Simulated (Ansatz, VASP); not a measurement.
# PdCl4 in VASP and in Ansatz

```
Pd Cl
1.0
     2.81818    0.00000    0.00000
     0.00000    7.20720    0.00000
     0.00000    0.00000   10.35011
Pd Cl
1 4
Direct
  0.50000 0.50000 0.50000
  0.50000 0.72603 0.65756
  0.50000 0.27397 0.65756
  0.50000 0.72603 0.34244
  0.50000 0.27397 0.34244
```

Alike in both runs: task single point; functional PBE; k mesh 6 × 4 × 2; occupations gaussian, width 0.1 eV; collinear spin.

|  | VASP | Ansatz |
| --- | --- | --- |
| version | VASP 6.6.1 | Ansatz 0.2.0 |
| potentials or method | VASP PAW PBE potentials, release 64 (Pd, Cl), cutoff 520 eV | scalar-relativistic, plane waves, PAW |
| valence electrons in the cell | 38 | 46 |

|  | VASP | Ansatz | Ansatz less VASP |
| --- | --- | --- | --- |
| gap on the k mesh at the Fermi level (eV) | none | none | - |
| rms of the force components (eV/Å) | 0.012 | 0.006 | -0.0061 |
| net moment per atom (μB) | 0.05 | 0.05 | -0.003 |
| size of the moment on the site where the two differ most (μB) | 0.04 | 0.04 | -0.004 |

Site moments also hang on the region over which each program counts them. Atom by atom the forces differ by 0.016 eV/Å (rms over components). A gap of «none» marks a metal or a gap that the smearing closes. VASP's potentials hold 38 valence electrons a cell and Ansatz's 46, so a difference there can come from the potentials and not from the codes.

The k mesh is coarse, so the values compare programs but aren't converged.
